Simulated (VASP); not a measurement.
# Re (P6_3/mmc) in VASP: single point with LDA

Aim: the single point of Re with LDA.

All numbers are computed with VASP 6.6.1; they aren't measurements. Logs are shortened: lines on timing, memory, paths and dates and some standing lists are left out, and cuts for length are marked.

## Step 1: The cell of the first run

It takes space group P6_3/mmc (No. 194, hexagonal). The conventional cell has a = 2.765 Å, b = 2.765 Å, c = 4.474 Å, α = 90.00°, β = 90.00°, γ = 120.00°. Re (site symmetry -6m2) has 12 Re at 2.75 to 2.77 Å within 3.6 Å.

## Step 2: Single point, LDA

The input, INCAR:

```
PREC = Accurate
ENCUT = 560
EDIFF = 1E-6
ISMEAR = 0
SIGMA = 0.15
LREAL = F
LASPH = T
NELM = 120
ALGO = Normal
ISIF = 2
LWAVE = F
LCHARG = F
NBANDS = 22
GGA_COMPAT = F
```

The input, KPOINTS:

```
Automatic mesh
0
Gamma
  21 21 12
```

The input, POSCAR:

```
Re
1.0
    2.7653363785      0.0000000000      0.0000000000
   -1.3826681893      2.3948515538      0.0000000000
    0.0000000000      0.0000000000      4.4735766300
Re
2
Direct
    0.3333333333      0.6666666667      0.2500000000
    0.6666666667      0.3333333333      0.7500000000
```

Potentials or basis: VASP PAW LDA potentials, release 64 (Re_sv_GW).

Started as:

```console
$ cat potpaw_LDA.64/Re_sv_GW/POTCAR > POTCAR
$ mpirun -np 1 vasp_std > vasp.out
```

OUTCAR:

```text
PREC = Accurate
   ENCUT = 560
   EDIFF = 1E-6
   ISMEAR = 0
   LREAL = F
   LASPH = T
   NELM = 120
   ISIF = 2

 ion  position               nearest neighbor table
   1  0.333  0.667  0.250-   2 2.75   2 2.75   2 2.75   2 2.75   2 2.75   2 2.75
   2  0.667  0.333  0.750-   1 2.75   1 2.75   1 2.75   1 2.75   1 2.75   1 2.75

  LATTYP: Found a hexagonal cell.
 ALAT       =     2.7653363785
 C/A-ratio  =     1.6177332583

  Lattice vectors:

 A1 = (   2.7653363785,   0.0000000000,   0.0000000000)
 A2 = (  -1.3826681893,   2.3948515538,   0.0000000000)
 A3 = (   0.0000000000,   0.0000000000,   4.4735766300)

Analysis of symmetry for initial positions (statically):
=====================================================================
 Subroutine PRICEL returns:
 Original cell was already a primitive cell.

 Routine SETGRP: Setting up the symmetry group for a
 hexagonal supercell.

 Subroutine GETGRP returns: Found 24 space group operations
 (whereof 12 operations were pure point group operations)
 out of a pool of 24 trial point group operations.

The static configuration has the point symmetry D_3d.
 The point group associated with its full space group is D_6h.

Analysis of symmetry for dynamics (positions and initial velocities):
=====================================================================
 Subroutine PRICEL returns:
 Original cell was already a primitive cell.

 Routine SETGRP: Setting up the symmetry group for a
 hexagonal supercell.

 Subroutine GETGRP returns: Found 24 space group operations
 (whereof 12 operations were pure point group operations)
 out of a pool of 24 trial point group operations.

The dynamic configuration has the point symmetry D_3d.
 The point group associated with its full space group is D_6h.

 Subroutine INISYM returns: Found 24 space group operations
 (whereof 12 operations are pure point group operations),
 and found     1 'primitive' translations

----------------------------------------------------------------------------------------

                                     Primitive cell

  volume of cell :      29.6266

  direct lattice vectors                    reciprocal lattice vectors
     2.765336378  0.000000000  0.000000000     0.361619660  0.208781208  0.000000000
    -1.382668189  2.394851554  0.000000000     0.000000000  0.417562416  0.000000000
     0.000000000  0.000000000  4.473576630     0.000000000  0.000000000  0.223534787

  length of vectors
     2.765336378  2.765336379  4.473576630     0.417562416  0.417562416  0.223534787

  position of ions in fractional coordinates (direct lattice)
     0.333333333  0.666666667  0.250000000
     0.666666667  0.333333333  0.750000000

  ion indices of the primitive-cell ions
   primitive index   ion index
                 1           1
                 2           2

----------------------------------------------------------------------------------------

 KPOINTS: Automatic mesh

Automatic generation of k-mesh.
 Grid dimensions read from file:
 generate k-points for:   21   21   12

 Generating k-lattice:

  Cartesian coordinates                     Fractional coordinates (reciprocal lattice)
     0.017219984  0.009941962  0.000000000     0.047619048 -0.000000000  0.000000000
     0.000000000  0.019883925  0.000000000     0.000000000  0.047619048  0.000000000
     0.000000000  0.000000000  0.018627899     0.000000000  0.000000000  0.083333333

  Length of vectors
     0.019883925  0.019883925  0.018627899

  Shift w.r.t. Gamma in fractional coordinates (k-lattice)
     0.000000000  0.000000000  0.000000000

 Subroutine IBZKPT returns following result:
 ===========================================

 Found    336 irreducible k-points:

 Following reciprocal coordinates:
            Coordinates               Weight
  0.000000  0.000000  0.000000      1.000000
  0.047619 -0.000000  0.000000      6.000000
  0.095238 -0.000000  0.000000      6.000000
  0.142857 -0.000000  0.000000      6.000000
  0.190476 -0.000000  0.000000      6.000000
  0.238095 -0.000000  0.000000      6.000000
[... 16 lines left out ...]
  0.142857  0.095238  0.000000     12.000000
  0.190476  0.095238  0.000000     12.000000
 [... further k-points ...]
   k-points           NKPTS =    336   k-points in BZ     NKDIM =    336   number of bands    NBANDS=     22
   number of dos      NEDOS =    301   number of ions     NIONS =      2
   total plane-waves  NPLWV =  20736
   dimension x,y,z NGX =    24 NGY =   24 NGZ =   36
   dimension x,y,z NGXF=    48 NGYF=   48 NGZF=   72
   ions per type =               2
   NGX,Y,Z   is equivalent  to a cutoff of  14.43, 14.43, 13.38 a.u.
   NGXF,Y,Z  is equivalent  to a cutoff of  28.86, 28.86, 26.76 a.u.
 SYSTEM =  unknown system
   PREC   = accura    normal or accurate (medium, high low for compatibility)
   ISTART =      0    job   : 0-new  1-cont  2-samecut
   ICHARG =      2    charge: 1-file 2-atom 10-const
   ISPIN  =      1    spin polarized calculation?
   LNONCOLLINEAR =      F non collinear calculations
   LSORBIT =      F    spin-orbit coupling
   LASPH  =      T    aspherical Exc in radial PAW
   ENCUT  =  560.0 eV  41.16 Ry    6.42 a.u.   5.34  5.34  8.63*2*pi/ulx,y,z
   NELM   =    120;   NELMIN=  2; NELMDL= -5     # of ELM steps
   EDIFF  = 0.1E-05   stopping-criterion for ELM
   LREAL  =      F    real-space projection
   EDIFFG = 0.1E-04   stopping-criterion for IOM
   NSW    =      0    number of steps for IOM
   IBRION =     -1    ionic relax: 0-MD 1-quasi-New 2-CG
   NFREE  =      0    steps in history (QN), initial steepest desc. (CG)
   ISIF   =      2    stress and relaxation
   ISYM   =      2    0-nonsym 1-usesym 2-fastsym
   POTIM  = 0.5000    time-step for ionic-motion
   TEBEG  =    0.0;   TEEND  =   0.0 temperature during run
   PSTRESS=    0.0 pullay stress
   NELECT =      30.0000    total number of electrons
   NUPDOWN=      -1.0000    fix difference up-down
   EMIN   =  10.00;   EMAX   =-10.00  energy-range for DOS
   EFERMI =   0.00;   METHOD = LEGACY
   ISMEAR =     0;   SIGMA  =   0.15  broadening in eV -4-tet -1-fermi 0-gaus
   EFERMI_NEDOS =   21; number of points for ismear=-14 and -15
   IALGO  =     38    algorithm
   IMIX   =      4    mixing-type and parameters
     AMIX     =   0.40;   BMIX     =  1.00
     AMIX_MAG =   1.60;   BMIX_MAG =  1.00
  volume/ion in A,a.u.               =      14.81        99.96
  Fermi-wavevector in a.u.,A,eV,Ry     =   1.643948  3.106611 36.770634  2.702565
  Thomas-Fermi vector in A             =   2.733996
   LORBIT       =      0    0 simple, 1 ext, 2 COOP (PROOUT), +10 PAW based schemes
   GGA     = CA    functional components
   LHFCALC =     F    Hartree Fock is set to
   AEXX    =    0.0000 exact exchange contribution
   IVDW    =     0    specifies the selected vdW correction
   LEPSILON=     F    determine dielectric tensor
   LRPA    =     F    only Hartree local field effects (RPA)
 non-spin polarized calculation
 Gauss-broadening in eV      SIGMA  =   0.15
  energy-cutoff  :      560.00
  volume of cell :       29.63
 maximum number of plane-waves:       917
 NGX is ok and might be reduce to    24
   NGX = 11   NGY = 11   NGZ = 17

 number of electron      30.0000002 magnetization

 Free energy of the ion-electron system (eV)
  ---------------------------------------------------
  ext. energy  EPLUGINS =         0.00000000
  ---------------------------------------------------
  free energy    TOTEN  =       -30.73608066 eV

  energy without entropy =      -30.71787390  energy(sigma->0) =      -30.72697728

 E-fermi :  12.6700     XC(G=0): -14.3810

 val. band max:       12.6699864095   @ k =   0.1905   0.0476   0.0000
 cond. band min:      12.6702717483   @ k =   0.1905   0.0476   0.3333
 fundamental gap:      0.0002853387
 Fermi energy:        12.6700210154

 k-point     1 :       0.0000    0.0000    0.0000
  band No.  band energies     occupation
      1     -66.7817      2.00000
      2     -66.6605      2.00000
      3     -29.4675      2.00000
      4     -28.4201      2.00000
      5     -28.4201      2.00000
      6     -28.2468      2.00000
[... 14 lines left out ...]
     21      22.5345      0.00000
     22      26.2064      0.00000

 k-point     2 :       0.0476   -0.0000    0.0000
  band No.  band energies     occupation
      1     -66.7794      2.00000
      2     -66.6593      2.00000
      3     -29.4589      2.00000
      4     -28.4401      2.00000
      5     -28.4261      2.00000
      6     -28.2684      2.00000
[... 14 lines left out ...]
     21      22.5343      0.00000
     22      26.4168      0.00000

 k-point     3 :       0.0952   -0.0000    0.0000
  band No.  band energies     occupation
      1     -66.7728      2.00000
      2     -66.6562      2.00000
      3     -29.4332      2.00000
      4     -28.4996      2.00000
      5     -28.4451      2.00000
      6     -28.3302      2.00000
[... 14 lines left out ...]
     21      22.5132      0.00000
     22      27.0157      0.00000

 k-point     4 :       0.1429   -0.0000    0.0000
  band No.  band energies     occupation
      1     -66.7623      2.00000
      2     -66.6516      2.00000
      3     -29.3918      2.00000
      4     -28.5928      2.00000
      5     -28.4743      2.00000
      6     -28.4255      2.00000
[... 14 lines left out ...]
     21      22.4318      0.00000
     22      27.8859      0.00000

 k-point     5 :       0.1905   -0.0000    0.0000
  band No.  band energies     occupation
      1     -66.7488      2.00000
      2     -66.6458      2.00000
      3     -29.3365      2.00000
      4     -28.7106      2.00000
      5     -28.5438      2.00000
      6     -28.5104      2.00000
[... 417 lines left out ...]
 k-point    22 :       0.0952    0.0952    0.0000
  band No.  band energies     occupation
      1     -66.7565      2.00000
      2     -66.6490      2.00000
      3     -29.3676      2.00000
      4     -28.6273      2.00000
      5     -28.5452      2.00000
      6     -28.4291      2.00000
[... 14 lines left out ...]
     21      22.3712      0.00000
     22      28.3232      0.00000

 k-point    23 :       0.1429    0.0952    0.0000
  band No.  band energies     occupation
      1     -66.7434      2.00000
      2     -66.6437      2.00000
      3     -29.3136      2.00000
      4     -28.7275      2.00000
      5     -28.6417      2.00000
      6     -28.4823      2.00000
[... 14 lines left out ...]
     21      22.2089      0.00000
     22      28.7708      0.00000

 k-point    24 :       0.1905    0.0952    0.0000
  band No.  band energies     occupation
      1     -66.7284      2.00000
      2     -66.6382      2.00000
      3     -29.2484      2.00000
      4     -28.8470      2.00000
      5     -28.7451      2.00000
      6     -28.5399      2.00000
[... 14 lines left out ...]
     21      22.0096      0.00000
     22      27.9014      0.00000

 [... further k-points ...]

------------------------ aborting loop because EDIFF is reached ----------------------------------------

  FORCE on cell =-STRESS in cart. coord.  units (eV):
  Direction    XX          YY          ZZ          XY          YZ          ZX
  --------------------------------------------------------------------------------------
  -------------------------------------------------------------------------------------
  Total       -2.2250745     -2.2250745     -2.5230480      0.0000000      0.0000000      0.0000000
  in kB     -120.3299375   -120.3299375   -136.4440631      0.0000000      0.0000000      0.0000000
  external PRESSURE =    -125.7013127 kB  Pullay stress =       0.0000000 kB

 VOLUME and BASIS-vectors are now :
 -----------------------------------------------------------------------------
  energy-cutoff  :      560.00
  volume of cell :       29.63
      direct lattice vectors                 reciprocal lattice vectors
     2.765336378  0.000000000  0.000000000     0.361619660  0.208781208  0.000000000
    -1.382668189  2.394851554  0.000000000     0.000000000  0.417562416  0.000000000
     0.000000000  0.000000000  4.473576630     0.000000000  0.000000000  0.223534787

 POSITION                                       TOTAL-FORCE (eV/Angst)
 -----------------------------------------------------------------------------------
     -0.00000      1.59657      1.11839        -0.000000      0.000000      0.000000
      1.38267      0.79828      3.35518         0.000000     -0.000000      0.000000
 -----------------------------------------------------------------------------------
    total drift:                                0.000000     -0.000000      0.000000

  FREE ENERGIE OF THE ION-ELECTRON SYSTEM (eV)
  ---------------------------------------------------
  free  energy   TOTEN  =       -30.7360806637 eV

  energy  without entropy=      -30.7178739020  energy(sigma->0) =      -30.72697728
```

Run time: 2.7 min. Hardware: 1 thread of Intel Xeon 6975P-C (Granite Rapids), shared host; peak memory 0.31 GiB.

What came out:

| Property | Result |
| --- | --- |
| Free energy | -30.7361 eV |
| Pressure | -12.6 GPa |
| Band gap on the k mesh | zero (bands 15 and 16 overlap by 3.33 eV) |

Stress tensor (GPa, compression positive):
```
-12.03   0.00   0.00
  0.00 -12.03   0.00
  0.00   0.00 -13.64
```

Caveat: the cell stands under tension; spin-orbit coupling is left out, which moves the levels of the heavy elements.
